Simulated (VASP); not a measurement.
# GaAs (I-4m2) in VASP: further runs, part 2 of 2

VASP 6.6.1. Earlier steps stand in the parts before.

## Step 4: Electric field gradients, PBE (zz strain of +1 %)

Input file INCAR:

```
PREC = Accurate ; ENCUT = 520
EDIFF = 1E-8 ; ISMEAR = -1
SIGMA = 0.05 ; LREAL = False
LASPH = True ; NELM = 100
ALGO = Normal ; ISIF = 2
LWAVE = False ; LCHARG = False
GGA = PE ; LEFG = True
NBANDS = 16
```

Input file KPOINTS:

```
Automatic mesh
0
Gamma
  11 11 11
```

Input file POSCAR:

```
GaAs
1.0
    0.0000000000      2.8268500000      2.8551185000
    2.8268500000      0.0000000000      2.8551185000
    2.8268500000      2.8268500000      0.0000000000
Ga As
1 1
Direct
    0.0000000000      0.0000000000      0.0000000000
    0.7500000000      0.7500000000      0.7500000000
```

Potentials or basis: VASP PAW PBE potentials, release 64 (Ga_d, As).

Launch:

```bash
> cat potpaw_PBE.64/Ga_d/POTCAR potpaw_PBE.64/As/POTCAR > POTCAR
> mpirun -np 1 vasp_std > vasp.out
```

OUTCAR:

```text
PREC = Accurate
   ENCUT = 520
   EDIFF = 1E-8
   ISMEAR = -1
   LREAL = False
   LASPH = True
   NELM = 100
   ISIF = 2
   GGA = PE

 ion  position               nearest neighbor table
   1  0.000  0.000  0.000-   2 2.46   2 2.46   2 2.46   2 2.46
   2  0.750  0.750  0.750-   1 2.46   1 2.46   1 2.46   1 2.46

  LATTYP: Found a body centered tetragonal cell.
 ALAT       =     3.9977696088
 C/A-ratio  =     1.4283556980

  Lattice vectors:

 A1 = (  -2.8268500000,   0.0000000000,   2.8551185000)
 A2 = (   2.8268500000,   0.0000000000,   2.8551185000)
[... 668 lines left out ...]
  ---------------------------------------------------
  free  energy   TOTEN  =        -8.2596806171 eV

  energy  without entropy=       -8.2596568134  energy(sigma->0) =       -8.25966872

 Electric field gradients (V/A^2)
---------------------------------------------------------------------
 ion       V_xx      V_yy      V_zz      V_xy      V_xz      V_yz
---------------------------------------------------------------------
   1       0.789     0.789    -1.577    -0.003    -0.002    -0.002
   2      -1.213    -1.213     2.427     0.000     0.000     0.000
---------------------------------------------------------------------

 Electric field gradients after diagonalization (V/A^2)
 (convention: |V_zz| > |V_xx| > |V_yy|)
----------------------------------------------------------------------
 ion       V_xx      V_yy      V_zz     asymmetry (V_yy - V_xx)/ V_zz
----------------------------------------------------------------------
   1       0.792     0.785    -1.577       0.004
   2      -1.214    -1.213     2.427       0.000
----------------------------------------------------------------------

           NMR quadrupolar parameters

 Cq : quadrupolar parameter    Cq=e*Q*V_zz/h
 eta: asymmetry parameters     (V_yy - V_xx)/ V_zz
 Q  : nuclear electric quadrupole moment in mb (millibarn)
----------------------------------------------------------------------
 ion       Cq(MHz)       eta       Q (mb)
----------------------------------------------------------------------
   1      -0.004       0.004       1.000
   2       0.006       0.000       1.000
----------------------------------------------------------------------
```

stdout:

```text
POSCAR found type information on POSCAR GaAs
 POSCAR found :  2 types and       2 ions
 scaLAPACK will be used
 LDA part: xc-table for (Slater+PW92), standard interpolation
 POSCAR, INCAR and KPOINTS ok, starting setup
 FFT: planning ... GRIDC
 FFT: planning ... GRID_SOFT
 FFT: planning ... GRID
 WAVECAR not read
 entering main loop
ion   1

ion   2
```

It took 64 s on 1 thread of Intel Xeon Platinum 8488C (Sapphire Rapids), shared host; peak memory 0.23 GiB.

What came out:

* Free energy: -8.2597 eV
* Pressure: 2.7 GPa
* Band gap on the k mesh: 0.43 eV
* Largest electric field gradient by atom: Ga -1.6; As +2.4 V/Å²

Stress tensor (GPa, compression positive):
```
2.94 0.00 0.00
0.00 2.94 0.00
0.00 0.00 2.35
```

Levels at points of the mesh, in eV from the valence-band top:
```tsv
k point	band 5	band 6	band 7	band 8	band 9	band 10	band 11	band 12	band 13	band 14
(0.00, 0.00, 0.00)	-14.73	-12.67	-0.06	0.00	0.00	0.43	3.70	3.70	3.73	7.54
```

Electric field gradients, principal values (V/Å²):
```
atom   least  middle  greatest (by size)
1 Ga   0.785   0.792              -1.577
2 As  -1.213  -1.214               2.427
```

Caveat: the cell differs from its parent crystal (zz strain of +1 %); without QUAD_EFG the Cq values of the log hold for a quadrupole moment of 1 mb, not for the nuclei.

## Step 5: Electric field gradients, PBE (zz strain of +2 %)

Input file INCAR:

```
SYSTEM = GaAs
ALGO     = Normal         ! electronic algorithm
EDIFF    = 1E-8           ! SCF threshold, eV
ENCUT    = 520            ! plane-wave cutoff, eV
GGA      = PE             ! functional
ISIF     = 2              ! what is computed and relaxed
ISMEAR   = -1             ! smearing method
LASPH    = .TRUE.         ! aspherical terms in the spheres
LCHARG   = .FALSE.        ! write CHGCAR
LEFG     = .TRUE.       
LREAL    = .FALSE.        ! projectors in reciprocal space
LWAVE    = .FALSE.        ! write WAVECAR
NBANDS   = 16             ! bands
NELM     = 100            ! most SCF steps
PREC     = Accurate       ! precision mode
SIGMA    = 0.05           ! smearing width, eV
```

Input file KPOINTS:

```
k-points
0
G
  11 11 11
  0 0 0
```

Input file POSCAR:

```
GaAs
1.0
    0.0000000000      2.8268500000      2.8833870000
    2.8268500000      0.0000000000      2.8833870000
    2.8268500000      2.8268500000      0.0000000000
Ga As
1 1
Direct
    0.0000000000      0.0000000000      0.0000000000
    0.7500000000      0.7500000000      0.7500000000
```

Potentials or basis: VASP PAW PBE potentials, release 64 (Ga_d, As).

Launch:

```bash
> cat potpaw_PBE.64/Ga_d/POTCAR potpaw_PBE.64/As/POTCAR > POTCAR
> mpirun -np 1 vasp_std > vasp.out
```

OUTCAR:

```text
SYSTEM = GaAs
   EDIFF = 1E-8
   ENCUT = 520
   GGA = PE
   ISIF = 2
   ISMEAR = -1
   LASPH = .TRUE.
   LREAL = .FALSE.
   NELM = 100
   PREC = Accurate

 ion  position               nearest neighbor table
   1  0.000  0.000  0.000-   2 2.46   2 2.46   2 2.46   2 2.46
   2  0.750  0.750  0.750-   1 2.46   1 2.46   1 2.46   1 2.46

  LATTYP: Found a body centered tetragonal cell.
 ALAT       =     3.9977696088
 C/A-ratio  =     1.4424978336

  Lattice vectors:

 A1 = (  -2.8268500000,   0.0000000000,   2.8833870000)
 A2 = (   2.8268500000,   0.0000000000,   2.8833870000)
 A3 = (   0.0000000000,   2.8268500000,  -2.8833870000)

Analysis of symmetry for initial positions (statically):
=====================================================================
 Subroutine PRICEL returns:
 Original cell was already a primitive cell.

 Routine SETGRP: Setting up the symmetry group for a
 body centered tetragonal supercell.

 Subroutine GETGRP returns: Found  8 space group operations
 (whereof  8 operations were pure point group operations)
 out of a pool of 16 trial point group operations.

The static configuration has the point symmetry D_2d.

Analysis of symmetry for dynamics (positions and initial velocities):
=====================================================================
 Subroutine PRICEL returns:
 Original cell was already a primitive cell.

 Routine SETGRP: Setting up the symmetry group for a
 body centered tetragonal supercell.

 Subroutine GETGRP returns: Found  8 space group operations
 (whereof  8 operations were pure point group operations)
 out of a pool of 16 trial point group operations.

[... 160 lines left out ...]
      4     -10.9520      2.00000
      5     -10.9487      2.00000
      6      -8.8373      2.00000
[... 433 lines left out ...]
      3     -11.0092      2.00000
      4     -10.9553      2.00000
      5     -10.9463      2.00000
      6      -7.9000      2.00000
[... 8 lines left out ...]
     15      13.9321      0.00000
     16      14.5723      0.00000

 [... further k-points ...]

------------------------ aborting loop because EDIFF is reached ----------------------------------------

  FORCE on cell =-STRESS in cart. coord.  units (eV):
  Direction    XX          YY          ZZ          XY          YZ          ZX
  --------------------------------------------------------------------------------------
  -------------------------------------------------------------------------------------
  Total        0.6992365      0.6992365      0.3553817      0.0000000      0.0000000      0.0000000
  in kB       24.3106289     24.3106289     12.3556953      0.0000000      0.0000000      0.0000000
  external PRESSURE =      20.3256510 kB  Pullay stress =       0.0000000 kB

 VOLUME and BASIS-vectors are now :
 -----------------------------------------------------------------------------
  energy-cutoff  :      520.00
  volume of cell :       46.08
      direct lattice vectors                 reciprocal lattice vectors
     0.000000000  2.826850000  2.883387000    -0.176875321  0.176875321  0.173407177
     2.826850000  0.000000000  2.883387000     0.176875321 -0.176875321  0.173407177
     2.826850000  2.826850000  0.000000000     0.176875321  0.176875321 -0.173407177

 POSITION                                       TOTAL-FORCE (eV/Angst)
 -----------------------------------------------------------------------------------
      0.00000      0.00000      0.00000         0.000000      0.000000      0.000000
      4.24027      4.24027      4.32508        -0.000000     -0.000000      0.000000
 -----------------------------------------------------------------------------------
    total drift:                               -0.000002     -0.000002     -0.000001

  FREE ENERGIE OF THE ION-ELECTRON SYSTEM (eV)
  ---------------------------------------------------
  free  energy   TOTEN  =        -8.2647241672 eV

  energy  without entropy=       -8.2646764861  energy(sigma->0) =       -8.26470033

 Electric field gradients (V/A^2)
---------------------------------------------------------------------
 ion       V_xx      V_yy      V_zz      V_xy      V_xz      V_yz
---------------------------------------------------------------------
   1       1.554     1.554    -3.108    -0.003    -0.002    -0.002
   2      -2.427    -2.427     4.854     0.000     0.000     0.000
---------------------------------------------------------------------

 Electric field gradients after diagonalization (V/A^2)
 (convention: |V_zz| > |V_xx| > |V_yy|)
----------------------------------------------------------------------
 ion       V_xx      V_yy      V_zz     asymmetry (V_yy - V_xx)/ V_zz
----------------------------------------------------------------------
   1       1.557     1.551    -3.108       0.002
   2      -2.427    -2.427     4.854       0.000
----------------------------------------------------------------------

           NMR quadrupolar parameters

 Cq : quadrupolar parameter    Cq=e*Q*V_zz/h
 eta: asymmetry parameters     (V_yy - V_xx)/ V_zz
 Q  : nuclear electric quadrupole moment in mb (millibarn)
----------------------------------------------------------------------
 ion       Cq(MHz)       eta       Q (mb)
----------------------------------------------------------------------
   1      -0.008       0.002       1.000
   2       0.012       0.000       1.000
----------------------------------------------------------------------
```

Wall time 62 s (1 thread of Intel Xeon Platinum 8488C (Sapphire Rapids), shared host); peak memory 0.23 GiB.

What came out:

```
Free energy                             : -8.2647 eV
Pressure                                : 2.0 GPa
Band gap on the k mesh                  : 0.33 eV
Largest electric field gradient by atom : Ga -3.1; As +4.9 V/Å²
```

Electric field gradients, principal values (V/Å²):
```
atom   least  middle  greatest (by size)
1 Ga   1.551   1.557              -3.108
2 As  -2.427  -2.427               4.854
```

Caveat: the cell differs from its parent crystal (zz strain of +2 %); without QUAD_EFG the Cq values of the log hold for a quadrupole moment of 1 mb, not for the nuclei.

## Step 6: Overview

| cell | gap on the mesh (eV) | pressure (GPa) |
| --- | --- | --- |
| a = 3.978, b = 3.978, c = 3.998 Å, angles 59.8, 59.8, 60.3°, 2 atoms | 0.56 | 4.3 |
| a = 4.018, b = 4.018, c = 3.998 Å, angles 60.2, 60.2, 59.7°, 2 atoms | 0.43 | 2.7 |
| a = 4.038, b = 4.038, c = 3.998 Å, angles 60.3, 60.3, 59.3°, 2 atoms | 0.33 | 2.0 |

Alike in all rows: task electric field gradients; level PBE; potentials or basis VASP PAW PBE potentials, release 64 (Ga_d, As); no spin polarisation; k mesh 11 × 11 × 11; cutoff (eV) 520; smearing fermi-dirac 0.05 eV.

Caveats: the cell stands under pressure (at least some runs); an odd mesh through Γ misses points on the zone boundary, where band edges can lie (at least some runs).

Total energies depend on the potentials used, so only differences within one code and one set of settings carry meaning.
